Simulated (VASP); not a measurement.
Si, 4 atoms in the cell. It takes space group I4/mmm (No. 139, tetragonal). Conventional cell: a = 6.451 Å, b = 6.451 Å, c = 3.787 Å, α = 90.00°, β = 90.00°, γ = 90.00°. Within 3.0 Å of Si (site symmetry m2m) lie 4 Si at 2.30 to 2.31 Å.  This cell differs from its parent crystal: strain -0.030 along x and y, -0.015 along z.

```yaml
Program: VASP 6.6.1
Task: single point
Functional: PBEsol
Potentials_or_basis: VASP PAW PBE potentials, release 64 (Si)
Cutoff: 520 eV
k_mesh: 10 × 10 × 10
Occupations: gaussian, width 0.03 eV
Spin: no spin polarisation
Dipole_correction: no
Further_INCAR_settings: ALGO = Normal; EDIFF = 1e-06; NBANDS = 16
```

Potentials or basis: VASP PAW PBE potentials, release 64 (Si).

Launch:

```sh
$ cat potpaw_PBE.64/Si/POTCAR > POTCAR
$ mpirun -np 1 vasp_std > vasp.out
```

Hardware: 1 thread of Intel(R) Xeon(R) 6975P-C (Granite Rapids), with other jobs on the host.

**Question.** How long does it take, and how much memory?

**Answer.** It took 45 s on 1 thread of Intel(R) Xeon(R) 6975P-C (Granite Rapids) (shared host), peak memory 0.27 GiB. Counts: scf iterations 12, k points 102.
